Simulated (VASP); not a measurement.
A run of VASP 6.6.1:

Contents of INCAR:

```
SYSTEM = In2SbAs
ALGO = Normal ; EDIFF = 1E-6
ENCUT = 520 ; GGA = PE
ISIF = 2 ; ISMEAR = 0
LASPH = .True. ; LCHARG = .False.
LREAL = .False. ; LWAVE = .False.
NBANDS = 26 ; NELM = 60
PREC = Accurate ; SIGMA = 0.1
```

Contents of KPOINTS:

```
k-points
0
Gamma
  10 10 8
  0 0 0
```

Contents of POSCAR:

```
In2SbAs
1.0
    4.5326094378      0.0000000000      0.0000000000
    0.0000000000      4.5326094378      0.0000000000
    0.0000000000      0.0000000000      6.4173236498
In Sb As
2 1 1
Direct
    0.5000000000      0.0000000000      0.7664567190
    0.0000000000      0.5000000000      0.2335432810
    0.0000000000      0.0000000000      0.5000000000
    0.5000000000      0.5000000000      0.0000000000
```

Potentials or basis: VASP PAW PBE potentials, release 64 (In_d, Sb, As).

The run is started by

```console
$ cat potpaw_PBE.64/In_d/POTCAR potpaw_PBE.64/Sb/POTCAR potpaw_PBE.64/As/POTCAR > POTCAR
$ mpirun -np 1 vasp_std > vasp.out
```

Hardware: 1 thread of Intel(R) Xeon(R) Platinum 8259CL CPU @ 2.50GHz (Skylake/Cascade Lake) (shared host).

**Question.** Estimate the wall time of this run.

**Answer.** Wall time 5.6 min on 1 thread of Intel(R) Xeon(R) Platinum 8259CL CPU @ 2.50GHz (Skylake/Cascade Lake), with other jobs on the host, peak memory 0.5 GiB. Counts: scf iterations 15, k points 105.
